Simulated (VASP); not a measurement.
# TiRh (P4/mmm) in VASP: further runs

The runs below take TiRh through single point, relaxation of shape and atoms at fixed volume, with LDA.

All numbers are computed with VASP 6.6.1; they aren't measurements. Logs are shortened: lines on timing, memory, paths and dates and some standing lists are left out, and cuts for length are marked.

## Step 1: The cell of the first run

It takes space group P4/mmm (No. 123, tetragonal). The conventional cell has a = 2.841 Å, b = 2.841 Å, c = 3.335 Å, α = 90.00°, β = 90.00°, γ = 90.00°. Within 3.4 Å of Ti (site symmetry 4/mmm) lie 8 Rh at 2.61 Å and 6 Ti at 2.84 to 3.33 Å. Within 3.4 Å of Rh (site symmetry 4/mmm) lie 8 Ti at 2.61 Å and 6 Rh at 2.84 to 3.33 Å.

## Step 2: Single point, LDA (volume scaled by 0.9)

File INCAR:

```
PREC     = Accurate       # precision mode
ENCUT    = 520            # plane-wave cutoff, eV
EDIFF    = 1E-7           # SCF threshold, eV
ISMEAR   = -1             # smearing method
SIGMA    = 0.05           # smearing width, eV
LREAL    = False          # projectors in reciprocal space
LASPH    = True           # aspherical terms in the spheres
NELM     = 80             # most SCF steps
ALGO     = Normal         # electronic algorithm
ISIF     = 2              # what is computed and relaxed
LWAVE    = False          # write WAVECAR
LCHARG   = False          # write CHGCAR
NBANDS   = 20             # bands
```

File KPOINTS:

```
regular mesh
0
Gamma
  12 12 11
```

File POSCAR:

```
TiRh
1.0
    2.8410417492      0.0000000000      0.0000000000
    0.0000000000      2.8410417492      0.0000000000
    0.0000000000      0.0000000000      3.3349802880
Ti Rh
1 1
Direct
    0.5000000000      0.5000000000      0.5000000000
    0.0000000000      0.0000000000      0.0000000000
```

Potentials or basis: VASP PAW LDA potentials, release 64 (Ti_sv, Rh_pv).

Launch:

```console
$ cat potpaw_LDA.64/Ti_sv/POTCAR potpaw_LDA.64/Rh_pv/POTCAR > POTCAR
$ mpirun -np 1 vasp_std > vasp.out
```

OUTCAR:

```text
PREC = Accurate
   ENCUT = 520
   EDIFF = 1E-7
   ISMEAR = -1
   LREAL = False
   LASPH = True
   NELM = 80
   ISIF = 2

 ion  position               nearest neighbor table
   1  0.500  0.500  0.500-   2 2.61   2 2.61   2 2.61   2 2.61   2 2.61   2 2.61   2 2.61   2 2.61

   2  0.000  0.000  0.000-   1 2.61   1 2.61   1 2.61   1 2.61   1 2.61   1 2.61   1 2.61   1 2.61

  LATTYP: Found a simple tetragonal cell.
 ALAT       =     2.8410417492
 C/A-ratio  =     1.1738582472

  Lattice vectors:

 A1 = (   2.8410417492,   0.0000000000,   0.0000000000)
 A2 = (   0.0000000000,   2.8410417492,   0.0000000000)
 A3 = (   0.0000000000,   0.0000000000,   3.3349802880)

Analysis of symmetry for initial positions (statically):
=====================================================================
 Subroutine PRICEL returns:
 Original cell was already a primitive cell.

 Routine SETGRP: Setting up the symmetry group for a
 simple tetragonal supercell.

 Subroutine GETGRP returns: Found 16 space group operations
 (whereof 16 operations were pure point group operations)
 out of a pool of 16 trial point group operations.

The static configuration has the point symmetry D_4h.

Analysis of symmetry for dynamics (positions and initial velocities):
=====================================================================
 Subroutine PRICEL returns:
 Original cell was already a primitive cell.

 Routine SETGRP: Setting up the symmetry group for a
 simple tetragonal supercell.

 Subroutine GETGRP returns: Found 16 space group operations
 (whereof 16 operations were pure point group operations)
 out of a pool of 16 trial point group operations.

The dynamic configuration has the point symmetry D_4h.

 Subroutine INISYM returns: Found 16 space group operations
 (whereof 16 operations are pure point group operations),
 and found     1 'primitive' translations

----------------------------------------------------------------------------------------

                                     Primitive cell

  volume of cell :      26.9184

  direct lattice vectors                    reciprocal lattice vectors
     2.841041749  0.000000000  0.000000000     0.351983564  0.000000000  0.000000000
     0.000000000  2.841041749  0.000000000     0.000000000  0.351983564  0.000000000
     0.000000000  0.000000000  3.334980288     0.000000000  0.000000000  0.299851847

  length of vectors
     2.841041749  2.841041749  3.334980288     0.351983564  0.351983564  0.299851847

  position of ions in fractional coordinates (direct lattice)
     0.500000000  0.500000000  0.500000000
     0.000000000  0.000000000  0.000000000

  ion indices of the primitive-cell ions
   primitive index   ion index
                 1           1
                 2           2

----------------------------------------------------------------------------------------

 KPOINTS: regular mesh

Automatic generation of k-mesh.
 Grid dimensions read from file:
 generate k-points for:   12   12   11

 Generating k-lattice:

  Cartesian coordinates                     Fractional coordinates (reciprocal lattice)
     0.029331964  0.000000000  0.000000000     0.083333333  0.000000000  0.000000000
     0.000000000  0.029331964  0.000000000     0.000000000  0.083333333  0.000000000
     0.000000000  0.000000000  0.027259259     0.000000000  0.000000000  0.090909091

  Length of vectors
     0.029331964  0.029331964  0.027259259

  Shift w.r.t. Gamma in fractional coordinates (k-lattice)
     0.000000000  0.000000000  0.000000000

 Subroutine IBZKPT returns following result:
 ===========================================

 Found    168 irreducible k-points:

 Following reciprocal coordinates:
            Coordinates               Weight
  0.000000  0.000000  0.000000      1.000000
  0.083333  0.000000  0.000000      4.000000
  0.166667  0.000000  0.000000      4.000000
  0.250000  0.000000  0.000000      4.000000
  0.333333  0.000000  0.000000      4.000000
  0.416667  0.000000  0.000000      4.000000
[... 16 lines left out ...]
  0.333333  0.333333  0.000000      4.000000
  0.416667  0.333333  0.000000      8.000000
 [... further k-points ...]
   k-points           NKPTS =    168   k-points in BZ     NKDIM =    168   number of bands    NBANDS=     20
   number of dos      NEDOS =    301   number of ions     NIONS =      2
   total plane-waves  NPLWV =  16128
   dimension x,y,z NGX =    24 NGY =   24 NGZ =   28
   dimension x,y,z NGXF=    48 NGYF=   48 NGZF=   56
   ions per type =               1   1
   NGX,Y,Z   is equivalent  to a cutoff of  14.04, 14.04, 13.96 a.u.
   NGXF,Y,Z  is equivalent  to a cutoff of  28.09, 28.09, 27.92 a.u.
 SYSTEM =  unknown system
   PREC   = accura    normal or accurate (medium, high low for compatibility)
   ISTART =      0    job   : 0-new  1-cont  2-samecut
   ICHARG =      2    charge: 1-file 2-atom 10-const
   ISPIN  =      1    spin polarized calculation?
   LNONCOLLINEAR =      F non collinear calculations
   LSORBIT =      F    spin-orbit coupling
   LASPH  =      T    aspherical Exc in radial PAW
   ENCUT  =  520.0 eV  38.22 Ry    6.18 a.u.   5.28  5.28  6.20*2*pi/ulx,y,z
   NELM   =     80;   NELMIN=  2; NELMDL= -5     # of ELM steps
   EDIFF  = 0.1E-06   stopping-criterion for ELM
   LREAL  =      F    real-space projection
   EDIFFG = 0.1E-05   stopping-criterion for IOM
   NSW    =      0    number of steps for IOM
   IBRION =     -1    ionic relax: 0-MD 1-quasi-New 2-CG
   NFREE  =      0    steps in history (QN), initial steepest desc. (CG)
   ISIF   =      2    stress and relaxation
   ISYM   =      2    0-nonsym 1-usesym 2-fastsym
   POTIM  = 0.5000    time-step for ionic-motion
   TEBEG  =    0.0;   TEEND  =   0.0 temperature during run
   PSTRESS=    0.0 pullay stress
   NELECT =      27.0000    total number of electrons
   NUPDOWN=      -1.0000    fix difference up-down
   EMIN   =  10.00;   EMAX   =-10.00  energy-range for DOS
   EFERMI =   0.00;   METHOD = LEGACY
   ISMEAR =    -1;   SIGMA  =   0.05  broadening in eV -4-tet -1-fermi 0-gaus
   EFERMI_NEDOS =   21; number of points for ismear=-14 and -15
   IALGO  =     38    algorithm
   IMIX   =      4    mixing-type and parameters
     AMIX     =   0.40;   BMIX     =  1.00
     AMIX_MAG =   1.60;   BMIX_MAG =  1.00
  volume/ion in A,a.u.               =      13.46        90.83
  Fermi-wavevector in a.u.,A,eV,Ry     =   1.638752  3.096792 36.538559  2.685508
  Thomas-Fermi vector in A             =   2.729672
   LORBIT       =      0    0 simple, 1 ext, 2 COOP (PROOUT), +10 PAW based schemes
   GGA     = CA    functional components
   LHFCALC =     F    Hartree Fock is set to
   AEXX    =    0.0000 exact exchange contribution
   IVDW    =     0    specifies the selected vdW correction
   LEPSILON=     F    determine dielectric tensor
   LRPA    =     F    only Hartree local field effects (RPA)
 non-spin polarized calculation
  energy-cutoff  :      520.00
  volume of cell :       26.92
 maximum number of plane-waves:       744
 NGX is ok and might be reduce to    24
   NGX = 11   NGY = 11   NGZ = 13

 number of electron      26.9999995 magnetization

 Free energy of the ion-electron system (eV)
  ---------------------------------------------------
  ext. energy  EPLUGINS =         0.00000000
  ---------------------------------------------------
  free energy    TOTEN  =       -18.71132407 eV

  energy without entropy =      -18.69344790  energy(sigma->0) =      -18.70238598

 E-fermi :  11.9857     XC(G=0): -13.7817

 val. band max:       11.9675560556   @ k =   0.4167   0.0000   0.2727
 cond. band min:      11.9885260079   @ k =   0.2500   0.2500   0.3636
 fundamental gap:      0.0209699523
 Fermi energy:        11.9856554182

 k-point     1 :       0.0000    0.0000    0.0000
  band No.  band energies     occupation
      1     -44.5171      2.00000
      2     -34.7344      2.00000
      3     -34.6281      2.00000
      4     -34.6281      2.00000
      5     -21.1024      2.00000
      6     -20.9136      2.00000
[... 12 lines left out ...]
     19      18.4124      0.00000
     20      23.2686      0.00000

 k-point     2 :       0.0833    0.0000    0.0000
  band No.  band energies     occupation
      1     -44.5136      2.00000
      2     -34.7323      2.00000
      3     -34.6431      2.00000
      4     -34.6265      2.00000
      5     -21.1014      2.00000
      6     -20.9479      2.00000
[... 12 lines left out ...]
     19      19.1050      0.00000
     20      22.6253      0.00000

 k-point     3 :       0.1667    0.0000    0.0000
  band No.  band energies     occupation
      1     -44.5042      2.00000
      2     -34.7267      2.00000
      3     -34.6840      2.00000
      4     -34.6222      2.00000
      5     -21.0987      2.00000
      6     -21.0409      2.00000
[... 12 lines left out ...]
     19      20.5729      0.00000
     20      21.1465      0.00000

 k-point     4 :       0.2500    0.0000    0.0000
  band No.  band energies     occupation
      1     -44.4912      2.00000
      2     -34.7395      2.00000
      3     -34.7189      2.00000
      4     -34.6164      2.00000
      5     -21.1662      2.00000
      6     -21.0951      2.00000
[... 12 lines left out ...]
     19      19.4521      0.00000
     20      22.3248      0.00000

 k-point     5 :       0.3333    0.0000    0.0000
  band No.  band energies     occupation
      1     -44.4782      2.00000
      2     -34.7946      2.00000
      3     -34.7112      2.00000
      4     -34.6105      2.00000
      5     -21.2895      2.00000
      6     -21.0914      2.00000
[... 12 lines left out ...]
     19      17.9227      0.00000
     20      24.1988      0.00000

 k-point     6 :       0.4167    0.0000    0.0000
  band No.  band energies     occupation
      1     -44.4686      2.00000
      2     -34.8346      2.00000
      3     -34.7055      2.00000
      4     -34.6062      2.00000
      5     -21.3787      2.00000
      6     -21.0888      2.00000
[... 12 lines left out ...]
     19      16.8796      0.00000
     20      26.0735      0.00000

 k-point     7 :       0.5000    0.0000    0.0000
  band No.  band energies     occupation
      1     -44.4651      2.00000
      2     -34.8492      2.00000
      3     -34.7034      2.00000
      4     -34.6046      2.00000
      5     -21.4111      2.00000
      6     -21.0878      2.00000
[... 12 lines left out ...]
     19      16.5365      0.00000
     20      27.3839      0.00000
[... 277 lines left out ...]
 k-point    20 :       0.3333    0.2500    0.0000
  band No.  band energies     occupation
      1     -44.4483      2.00000
      2     -34.7897      2.00000
      3     -34.7284      2.00000
      4     -34.6983      2.00000
      5     -21.2500      2.00000
      6     -21.1159      2.00000
[... 12 lines left out ...]
     19      18.7995      0.00000
     20      23.5509      0.00000

 k-point    21 :       0.4167    0.2500    0.0000
  band No.  band energies     occupation
      1     -44.4378      2.00000
      2     -34.8312      2.00000
      3     -34.7260      2.00000
      4     -34.6932      2.00000
      5     -21.3316      2.00000
      6     -21.1054      2.00000
[... 12 lines left out ...]
     19      17.2356      0.00000
     20      24.5879      0.00000

 k-point    22 :       0.5000    0.2500    0.0000
  band No.  band energies     occupation
      1     -44.4340      2.00000
      2     -34.8463      2.00000
      3     -34.7251      2.00000
      4     -34.6914      2.00000
      5     -21.3614      2.00000
      6     -21.1014      2.00000
[... 12 lines left out ...]
     19      16.4325      0.00000
     20      25.3727      0.00000

 k-point    23 :       0.3333    0.3333    0.0000
  band No.  band energies     occupation
      1     -44.4333      2.00000
      2     -34.7901      2.00000
      3     -34.7840      2.00000
      4     -34.6918      2.00000
      5     -21.2405      2.00000
      6     -21.2152      2.00000
[... 12 lines left out ...]
     19      18.2815      0.00000
     20      23.0277      0.00000

 k-point    24 :       0.4167    0.3333    0.0000
  band No.  band energies     occupation
      1     -44.4223      2.00000
      2     -34.8296      2.00000
      3     -34.7852      2.00000
      4     -34.6871      2.00000
      5     -21.3082      2.00000
      6     -21.2123      2.00000
[... 12 lines left out ...]
     19      17.0587      0.00000
     20      23.4468      0.00000

 [... further k-points ...]

------------------------ aborting loop because EDIFF is reached ----------------------------------------

  FORCE on cell =-STRESS in cart. coord.  units (eV):
  Direction    XX          YY          ZZ          XY          YZ          ZX
  --------------------------------------------------------------------------------------
  -------------------------------------------------------------------------------------
  Total        1.8969393      1.8969393      1.8919881      0.0000000      0.0000000     -0.0000000
  in kB      112.9056105    112.9056105    112.6109140      0.0000000      0.0000000     -0.0000000
  external PRESSURE =     112.8073783 kB  Pullay stress =       0.0000000 kB

 VOLUME and BASIS-vectors are now :
 -----------------------------------------------------------------------------
  energy-cutoff  :      520.00
  volume of cell :       26.92
      direct lattice vectors                 reciprocal lattice vectors
     2.841041749  0.000000000  0.000000000     0.351983564  0.000000000  0.000000000
     0.000000000  2.841041749  0.000000000     0.000000000  0.351983564  0.000000000
     0.000000000  0.000000000  3.334980288     0.000000000  0.000000000  0.299851847

 POSITION                                       TOTAL-FORCE (eV/Angst)
 -----------------------------------------------------------------------------------
      1.42052      1.42052      1.66749         0.000000      0.000000      0.000000
      0.00000      0.00000      0.00000         0.000000      0.000000      0.000000
 -----------------------------------------------------------------------------------
    total drift:                                0.000000      0.000000     -0.000000

  FREE ENERGIE OF THE ION-ELECTRON SYSTEM (eV)
  ---------------------------------------------------
  free  energy   TOTEN  =       -18.7113240666 eV

  energy  without entropy=      -18.6934479031  energy(sigma->0) =      -18.70238598
```

Wall time 1.7 min (1 thread of Intel Xeon Platinum 8259CL at 2.50GHz (Skylake/Cascade Lake), shared host); peak memory 0.2 GiB.

What came out:

| Item | Value |
| --- | --- |
| Free energy | -18.7113 eV |
| Pressure | 11.3 GPa |

Caveat: the cell differs from its parent crystal (volume scaled by 0.9).

## Step 3: Single point, LDA

This run uses another cell than the first one, of 14.95 Å³/atom, 1.111 times its volume.

File INCAR:

```
PREC = Accurate
ENCUT = 520
EDIFF = 1E-6
ISMEAR = -1
SIGMA = 0.05
LREAL = F
LASPH = T
NELM = 80
ALGO = Normal
ISIF = 2
LWAVE = F
LCHARG = F
GGA = CA
NBANDS = 20
```

KPOINTS is that of step 2.

File POSCAR:

```
TiRh
1.0
    2.9467532106      0.0000000000      0.0000000000
    0.0000000000      2.9467532106      0.0000000000
    0.0000000000      0.0000000000      3.4444387195
Ti Rh
1 1
Direct
    0.5000000000      0.5000000000      0.5000000000
    0.0000000000      0.0000000000      0.0000000000
```

Potentials or basis: VASP PAW LDA potentials, release 64 (Ti_sv, Rh_pv).

Launch:

```console
$ cat potpaw_LDA.64/Ti_sv/POTCAR potpaw_LDA.64/Rh_pv/POTCAR > POTCAR
$ mpirun -np 1 vasp_std > vasp.out
```

It took 93 s on 1 thread of Intel Xeon Platinum 8259CL at 2.50GHz (Skylake/Cascade Lake), shared host; peak memory 0.21 GiB.

Results (log left out):

| Item | Value |
| --- | --- |
| Free energy | -18.6883 eV |
| Pressure | -11.8 GPa |

Levels at points of the mesh, in eV from the Fermi level:
| k point | band 10 | band 11 | band 12 | band 13 | band 14 | band 15 | band 16 | band 17 |
| --- | --- | --- | --- | --- | --- | --- | --- | --- |
| (0.00, 0.00, 0.00) | -4.94 | -2.34 | -2.34 | -1.45 | 0.18 | 1.32 | 2.60 | 2.74 |
| (0.50, 0.00, 0.00) | -3.07 | -3.03 | -2.24 | -1.54 | -0.83 | -0.32 | 0.74 | 1.49 |
| (0.50, 0.50, 0.00) | -4.18 | -4.18 | -0.19 | 0.92 | 1.78 | 1.78 | 2.24 | 2.92 |

(Part 1 of 2 ends here.)
